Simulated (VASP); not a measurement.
# SiO2 (Fddd) in VASP: a series of runs, part 2 of 2

VASP 6.6.1. Earlier steps stand in the parts before.

## Step 3: Single point, LDA

This run uses another cell than the first one, of 12.71 Å³/atom.

Input file INCAR:

```
PREC = Accurate
ENCUT = 520
EDIFF = 1E-6
ISMEAR = 0
SIGMA = 0.02
LREAL = False
LASPH = True
NELM = 100
ALGO = Normal
ISIF = 2
LWAVE = False
LCHARG = True
GGA = CA
LELF = True
LVHAR = True
NBANDS = 44
```

Input file KPOINTS:

```
regular mesh
0
Gamma
  6 6 6
```

Input file POSCAR:

```
SiO2
1.0
    0.0000000000      4.5854830269      7.2484695665
    2.2935251420      0.0000000000      7.2484695665
    2.2935251420      4.5854830269      0.0000000000
Si O
4 8
Direct
    0.5620705313      0.5620705313      0.9379294687
    0.3120705313      0.3120705313      0.6879294687
    0.6879294687      0.6879294687      0.3120705313
    0.9379294687      0.9379294687      0.5620705313
    0.6250000000      0.1250000000      0.6250000000
    0.6250000000      0.6250000000      0.1250000000
    0.6250000000      0.6250000000      0.6250000000
    0.1250000000      0.6250000000      0.6250000000
    0.1779148424      0.8220851576      0.1779148424
    0.8220851576      0.1779148424      0.8220851576
    0.4279148424      0.0720851576      0.4279148424
    0.0720851576      0.4279148424      0.0720851576
```

Potentials or basis: VASP PAW LDA potentials, release 64 (Si, O).

The run is started by

```console
> cat potpaw_LDA.64/Si/POTCAR potpaw_LDA.64/O/POTCAR > POTCAR
> mpirun -np 1 vasp_std > vasp.out
```

OUTCAR:

```text
PREC = Accurate
   ENCUT = 520
   EDIFF = 1E-6
   ISMEAR = 0
   LREAL = False
   LASPH = True
   NELM = 100
   ISIF = 2
   GGA = CA

 ion  position               nearest neighbor table
   1  0.562  0.562  0.938-   6 1.57   7 1.57   9 1.60  10 1.60   4 2.92   4 2.92   3 3.15   3 3.15

   2  0.312  0.312  0.688-   5 1.57   8 1.57  11 1.60  12 1.60   3 2.92   3 2.92   4 3.15   4 3.15

   3  0.688  0.688  0.312-   6 1.57   7 1.57  11 1.60  12 1.60   2 2.92   2 2.92   1 3.15   1 3.15

   4  0.938  0.938  0.562-   5 1.57   8 1.57   9 1.60  10 1.60   1 2.92   1 2.92   2 3.15   2 3.15

   5  0.625  0.125  0.625-   2 1.57   4 1.57
   6  0.625  0.625  0.125-   1 1.57   3 1.57
   7  0.625  0.625  0.625-   1 1.57   3 1.57
   8  0.125  0.625  0.625-   2 1.57   4 1.57
   9  0.178  0.822  0.178-   1 1.60   4 1.60
  10  0.822  0.178  0.822-   1 1.60   4 1.60
  11  0.428  0.072  0.428-   2 1.60   3 1.60
  12  0.072  0.428  0.072-   2 1.60   3 1.60

  LATTYP: Found a face centered orthorhombic cell.
[... 219 lines left out ...]
      5     -16.3561      2.00000
      6     -16.3350      2.00000
[... 1117 lines left out ...]
     43      13.1234      0.00000
     44      13.3403      0.00000

 [... further k-points ...]

------------------------ aborting loop because EDIFF is reached ----------------------------------------

  FORCE on cell =-STRESS in cart. coord.  units (eV):
  Direction    XX          YY          ZZ          XY          YZ          ZX
  --------------------------------------------------------------------------------------
  -------------------------------------------------------------------------------------
  Total        8.3955257      8.0969387      8.3841972      0.0000000      0.0000000      0.0000000
  in kB       88.2253862     85.0876490     88.1063386      0.0000000      0.0000000      0.0000000
  external PRESSURE =      87.1397913 kB  Pullay stress =       0.0000000 kB

 VOLUME and BASIS-vectors are now :
 -----------------------------------------------------------------------------
  energy-cutoff  :      520.00
  volume of cell :      152.46
      direct lattice vectors                 reciprocal lattice vectors
     0.000000000  4.585483027  7.248469566    -0.218005022  0.109039767  0.068980079
     2.293525142  0.000000000  7.248469566     0.218005022 -0.109039767  0.068980079
     2.293525142  4.585483027  0.000000000     0.218005022  0.109039767 -0.068980079

 POSITION                                       TOTAL-FORCE (eV/Angst)
 -----------------------------------------------------------------------------------
      3.44029      6.87822      8.14830         0.000000     -0.000000      0.046206
      2.29353      4.58548      4.52407        -0.000000      0.000000      0.046206
      2.29353      4.58548      9.97287        -0.000000      0.000000     -0.046206
      3.44029      6.87822     13.59711         0.000000     -0.000000     -0.046206
      1.72014      5.73185      5.43635         0.000000     -0.000000     -0.000000
      1.72014      3.43911      9.06059        -0.000000      0.000000     -0.000000
      2.86691      5.73185      9.06059        -0.000000     -0.000000     -0.000000
      2.86691      3.43911      5.43635         0.000000     -0.000000      0.000000
      2.29353      1.63165      7.24847        -0.000000     -0.044459      0.000000
      2.29353      7.53932      7.24847        -0.000000      0.044459      0.000000
      1.14676      3.92439      3.62423         0.000000     -0.044459     -0.000000
      1.14676      0.66109      3.62423         0.000000      0.044459     -0.000000
 -----------------------------------------------------------------------------------
    total drift:                                0.000000      0.000000      0.000000

  FREE ENERGIE OF THE ION-ELECTRON SYSTEM (eV)
  ---------------------------------------------------
  free  energy   TOTEN  =      -103.4206026639 eV

  energy  without entropy=     -103.4206026639  energy(sigma->0) =     -103.42060266
```

OSZICAR:

```text
N       E                     dE             d eps       ncg     rms          rms(c)
DAV:   1     0.375791324359E+03    0.37579E+03   -0.33648E+04  4048   0.135E+03
DAV:   2    -0.908019470586E+02   -0.46659E+03   -0.45093E+03  5092   0.315E+02
DAV:   3    -0.117118602928E+03   -0.26317E+02   -0.26201E+02  5112   0.789E+01
DAV:   4    -0.117431474253E+03   -0.31287E+00   -0.31239E+00  4952   0.960E+00
DAV:   5    -0.117436547383E+03   -0.50731E-02   -0.50699E-02  4944   0.119E+00    0.318E+01
DAV:   6    -0.103822285665E+03    0.13614E+02   -0.50188E+01  4656   0.330E+01    0.160E+01
DAV:   7    -0.103565275657E+03    0.25701E+00   -0.15034E+00  4728   0.521E+00    0.542E+00
DAV:   8    -0.103441182346E+03    0.12409E+00   -0.88914E-02  4864   0.175E+00    0.211E+00
DAV:   9    -0.103420049371E+03    0.21133E-01   -0.31922E-02  4928   0.105E+00    0.307E-01
DAV:  10    -0.103420531625E+03   -0.48225E-03   -0.22870E-03  4812   0.264E-01    0.121E-01
DAV:  11    -0.103420591042E+03   -0.59416E-04   -0.34444E-04  4800   0.108E-01    0.344E-02
DAV:  12    -0.103420600745E+03   -0.97035E-05   -0.27546E-05  4784   0.338E-02    0.691E-03
DAV:  13    -0.103420602652E+03   -0.19067E-05   -0.39672E-06  4656   0.128E-02    0.536E-03
DAV:  14    -0.103420602664E+03   -0.12147E-07   -0.12808E-06  2992   0.628E-03
   1 F= -.10342060E+03 E0= -.10342060E+03  d E =-.261312E-21
```

Run time: 4.3 min. Hardware: 1 thread of Intel Xeon 6975P-C (Granite Rapids), shared host; peak memory 0.41 GiB.

What came out:

- Free energy: -103.4206 eV
- Pressure: 8.7 GPa
- Largest force: 0.046 eV/Å
- Band gap on the k mesh: 5.76 eV

Forces in eV/Å, atoms in the order of the input:
```
Si   0.000  0.000  0.046
Si   0.000  0.000  0.046
Si   0.000  0.000 -0.046
Si   0.000  0.000 -0.046
O    0.000  0.000  0.000
O    0.000  0.000  0.000
O    0.000  0.000  0.000
O    0.000  0.000  0.000
O    0.000 -0.044  0.000
O    0.000  0.044  0.000
O    0.000 -0.044  0.000
O    0.000  0.044  0.000
```

Stress tensor (GPa, compression positive):
```
8.82 0.00 0.00
0.00 8.51 0.00
0.00 0.00 8.81
```

Caveat: the cell stands under pressure. A k mesh can miss the band edges.

## Step 4: Single point, LDA

This run uses another cell than the first one, of 13.18 Å³/atom.

Input file INCAR:

```
SYSTEM = SiO2
ALGO     = Normal         ! electronic algorithm
EDIFF    = 1E-7           ! SCF threshold, eV
ENCUT    = 520            ! plane-wave cutoff, eV
GGA      = CA             ! functional
ISIF     = 2              ! what is computed and relaxed
ISMEAR   = 0              ! smearing method
LASPH    = .TRUE.         ! aspherical terms in the spheres
LCHARG   = .FALSE.        ! write CHGCAR
LREAL    = .FALSE.        ! projectors in reciprocal space
LWAVE    = .FALSE.        ! write WAVECAR
NBANDS   = 44             ! bands
NELM     = 80             ! most SCF steps
PREC     = Accurate       ! precision mode
SIGMA    = 0.02           ! smearing width, eV
```

Input file KPOINTS:

```
k-points
0
G
  6 6 6
  0 0 0
```

Input file POSCAR:

```
SiO2
1.0
    0.0000000000      4.6547788346      7.3004115437
    2.3265582986      0.0000000000      7.3004115437
    2.3265582986      4.6547788346      0.0000000000
Si O
4 8
Direct
    0.5627088184      0.5627088184      0.9372911816
    0.3127088184      0.3127088184      0.6872911816
    0.6872911816      0.6872911816      0.3127088184
    0.9372911816      0.9372911816      0.5627088184
    0.6250000000      0.1250000000      0.6250000000
    0.6250000000      0.6250000000      0.1250000000
    0.6250000000      0.6250000000      0.6250000000
    0.1250000000      0.6250000000      0.6250000000
    0.1826264899      0.8173735101      0.1826264899
    0.8173735101      0.1826264899      0.8173735101
    0.4326264899      0.0673735101      0.4326264899
    0.0673735101      0.4326264899      0.0673735101
```

Potentials or basis: VASP PAW LDA potentials, release 64 (Si, O).

The run is started by

```console
> cat potpaw_LDA.64/Si/POTCAR potpaw_LDA.64/O/POTCAR > POTCAR
> mpirun -np 1 vasp_std > vasp.out
```

OUTCAR:

```text
SYSTEM = SiO2
   EDIFF = 1E-7
   ENCUT = 520
   GGA = CA
   ISIF = 2
   ISMEAR = 0
   LASPH = .TRUE.
   LREAL = .FALSE.
   NELM = 80
   PREC = Accurate

 ion  position               nearest neighbor table
   1  0.563  0.563  0.937-   6 1.59   7 1.59   9 1.61  10 1.61   4 2.96   4 2.96
   2  0.313  0.313  0.687-   5 1.59   8 1.59  12 1.61  11 1.61   3 2.96   3 2.96
   3  0.687  0.687  0.313-   6 1.59   7 1.59  11 1.61  12 1.61   2 2.96   2 2.96
   4  0.937  0.937  0.563-   5 1.59   8 1.59   9 1.61  10 1.61   1 2.96   1 2.96
   5  0.625  0.125  0.625-   2 1.59   4 1.59
   6  0.625  0.625  0.125-   1 1.59   3 1.59
   7  0.625  0.625  0.625-   1 1.59   3 1.59
   8  0.125  0.625  0.625-   2 1.59   4 1.59
   9  0.183  0.817  0.183-   4 1.61   1 1.61
  10  0.817  0.183  0.817-   1 1.61   4 1.61
  11  0.433  0.067  0.433-   2 1.61   3 1.61
  12  0.067  0.433  0.067-   2 1.61   3 1.61

  LATTYP: Found a face centered orthorhombic cell.
 ALAT       =     4.6531165972
 B/A-ratio  =     2.0007144620
 C/A-ratio  =     3.1378588485

  Lattice vectors:

 A1 = (   0.0000000000,   4.6547788346,   7.3004115437)
 A2 = (   2.3265582986,   0.0000000000,   7.3004115437)
 A3 = (   2.3265582986,   4.6547788346,   0.0000000000)

Analysis of symmetry for initial positions (statically):
=====================================================================
 Subroutine PRICEL returns:
 Original cell was already a primitive cell.

 Routine SETGRP: Setting up the symmetry group for a
 face centered orthorhombic supercell.

 Subroutine GETGRP returns: Found  8 space group operations
 (whereof  4 operations were pure point group operations)
 out of a pool of  8 trial point group operations.

The static configuration has the point symmetry D_2 .
 The point group associated with its full space group is D_2h.

[... 160 lines left out ...]
   AEXX    =    0.0000 exact exchange contribution
   IVDW    =     0    specifies the selected vdW correction
   LEPSILON=     F    determine dielectric tensor
   LRPA    =     F    only Hartree local field effects (RPA)
 non-spin polarized calculation
 Gauss-broadening in eV      SIGMA  =   0.02
  energy-cutoff  :      520.00
  volume of cell :      158.12
 maximum number of plane-waves:      4295
   NGX = 33   NGY = 29   NGZ = 19

 number of electron      63.9999999 magnetization

 Free energy of the ion-electron system (eV)
  ---------------------------------------------------
  ext. energy  EPLUGINS =         0.00000000
  ---------------------------------------------------
  free energy    TOTEN  =      -103.63950325 eV

  energy without entropy =     -103.63950325  energy(sigma->0) =     -103.63950325

 E-fermi :   0.5915     XC(G=0):  -9.4712

 val. band max:        0.4627100006   @ k =   0.0000   0.0000   0.0000
 cond. band min:       6.1561546610   @ k =   0.0000   0.0000   0.0000
 fundamental gap:      5.6934446603
 Fermi energy:         0.5915404818

 k-point     1 :       0.0000    0.0000    0.0000
  band No.  band energies     occupation
      1     -18.8410      2.00000
      2     -17.8504      2.00000
      3     -17.8451      2.00000
      4     -16.6540      2.00000
      5     -16.6088      2.00000
      6     -16.5324      2.00000
[... 1117 lines left out ...]
     43      12.4734      0.00000
     44      12.7630      0.00000

 [... further k-points ...]

------------------------ aborting loop because EDIFF is reached ----------------------------------------

  FORCE on cell =-STRESS in cart. coord.  units (eV):
  Direction    XX          YY          ZZ          XY          YZ          ZX
  --------------------------------------------------------------------------------------
  -------------------------------------------------------------------------------------
  Total        3.7301897      3.4685766      3.6981242      0.0000000      0.0000000      0.0000000
  in kB       37.7964640     35.1456474     37.4715571      0.0000000      0.0000000      0.0000000
  external PRESSURE =      36.8045561 kB  Pullay stress =       0.0000000 kB

 VOLUME and BASIS-vectors are now :
 -----------------------------------------------------------------------------
  energy-cutoff  :      520.00
  volume of cell :      158.12
      direct lattice vectors                 reciprocal lattice vectors
     0.000000000  4.654778835  7.300411544    -0.214909723  0.107416489  0.068489290
     2.326558299  0.000000000  7.300411544     0.214909723 -0.107416489  0.068489290
     2.326558299  4.654778835  0.000000000     0.214909723  0.107416489 -0.068489290

 POSITION                                       TOTAL-FORCE (eV/Angst)
 -----------------------------------------------------------------------------------
      3.48984      6.98217      8.21601        -0.000000     -0.000000      0.039213
      2.32656      4.65478      4.56581         0.000000      0.000000      0.039213
      2.32656      4.65478     10.03502         0.000000      0.000000     -0.039213
      3.48984      6.98217     13.68522        -0.000000     -0.000000     -0.039213
      1.74492      5.81847      5.47531         0.000000      0.000000      0.000000
      1.74492      3.49108      9.12551        -0.000000      0.000000     -0.000000
      2.90820      5.81847      9.12551        -0.000000      0.000000     -0.000000
      2.90820      3.49108      5.47531         0.000000      0.000000      0.000000
      2.32656      1.70017      7.30041         0.000000     -0.038649     -0.000000
      2.32656      7.60939      7.30041         0.000000      0.038649     -0.000000
      1.16328      4.02756      3.65021         0.000000     -0.038649      0.000000
      1.16328      0.62722      3.65021         0.000000      0.038649      0.000000
 -----------------------------------------------------------------------------------
    total drift:                                0.000000      0.000000      0.000000

  FREE ENERGIE OF THE ION-ELECTRON SYSTEM (eV)
  ---------------------------------------------------
  free  energy   TOTEN  =      -103.6395032498 eV

  energy  without entropy=     -103.6395032498  energy(sigma->0) =     -103.63950325
```

OSZICAR:

```text
N       E                     dE             d eps       ncg     rms          rms(c)
DAV:   1     0.371589027229E+03    0.37159E+03   -0.33552E+04  4080   0.134E+03
DAV:   2    -0.905481261779E+02   -0.46214E+03   -0.44819E+03  5084   0.312E+02
DAV:   3    -0.117105590589E+03   -0.26557E+02   -0.26441E+02  5096   0.790E+01
DAV:   4    -0.117430340395E+03   -0.32475E+00   -0.32423E+00  4976   0.969E+00
DAV:   5    -0.117435843466E+03   -0.55031E-02   -0.54992E-02  4976   0.123E+00    0.310E+01
DAV:   6    -0.104011606160E+03    0.13424E+02   -0.50550E+01  4632   0.329E+01    0.155E+01
DAV:   7    -0.103779928792E+03    0.23168E+00   -0.14619E+00  4752   0.510E+00    0.530E+00
DAV:   8    -0.103659721216E+03    0.12021E+00   -0.80659E-02  4940   0.170E+00    0.205E+00
DAV:   9    -0.103638852339E+03    0.20869E-01   -0.29829E-02  4968   0.104E+00    0.307E-01
DAV:  10    -0.103639525238E+03   -0.67290E-03   -0.27415E-03  4836   0.268E-01    0.112E-01
DAV:  11    -0.103639499097E+03    0.26141E-04   -0.66177E-04  4792   0.140E-01    0.237E-02
DAV:  12    -0.103639501948E+03   -0.28514E-05   -0.25019E-05  4732   0.284E-02    0.688E-03
DAV:  13    -0.103639503159E+03   -0.12110E-05   -0.12389E-06  4840   0.623E-03    0.541E-03
DAV:  14    -0.103639503266E+03   -0.10662E-06   -0.22228E-06  4620   0.804E-03    0.168E-03
DAV:  15    -0.103639503250E+03    0.15852E-07   -0.10164E-07  3248   0.256E-03
   1 F= -.10363950E+03 E0= -.10363950E+03  d E =-.498563E-22
```

Run time: 3.9 min. Hardware: 1 thread of Intel Xeon 6975P-C (Granite Rapids), shared host; peak memory 0.42 GiB.

Results:

```yaml
Free_energy: -103.6395 eV
Pressure: 3.7 GPa
Largest_force: 0.039 eV/Å
Band_gap_on_the_k_mesh: 5.69 eV
```

Forces on the atoms (eV/Å):
```
Si   0.000  0.000  0.039
Si   0.000  0.000  0.039
Si   0.000  0.000 -0.039
Si   0.000  0.000 -0.039
O    0.000  0.000  0.000
O    0.000  0.000  0.000
O    0.000  0.000  0.000
O    0.000  0.000  0.000
O    0.000 -0.039  0.000
O    0.000  0.039  0.000
O    0.000 -0.039  0.000
O    0.000  0.039  0.000
```

Caveat: the cell stands under pressure. A k mesh can miss the band edges.

## Step 5: The runs side by side

| cell | smearing | gap on the mesh (eV) | pressure (GPa) | largest force (eV/Å) |
| --- | --- | --- | --- | --- |
| a = 8.717, b = 7.708, c = 5.252 Å, angles 82.2, 61.2, 36.7°, 12 atoms, atomic positions A | gaussian 0.01 eV | 5.60 | 0.6 | 0.04 |
| a = 8.577, b = 7.603, c = 5.127 Å, angles 82.2, 61.4, 36.3°, 12 atoms, atomic positions B | gaussian 0.02 eV | 5.76 | 8.7 | 0.05 |
| a = 8.658, b = 7.662, c = 5.204 Å, angles 82.2, 61.3, 36.5°, 12 atoms, atomic positions C | gaussian 0.02 eV | 5.69 | 3.7 | 0.04 |

Alike in all rows: task single point; level LDA; potentials or basis VASP PAW LDA potentials, release 64 (Si, O); no spin polarisation; k mesh 6 × 6 × 6; cutoff (eV) 520.

Caveats: the cell stands under pressure (at least some runs).

Absolute energies hang on the potentials; compare differences alone.
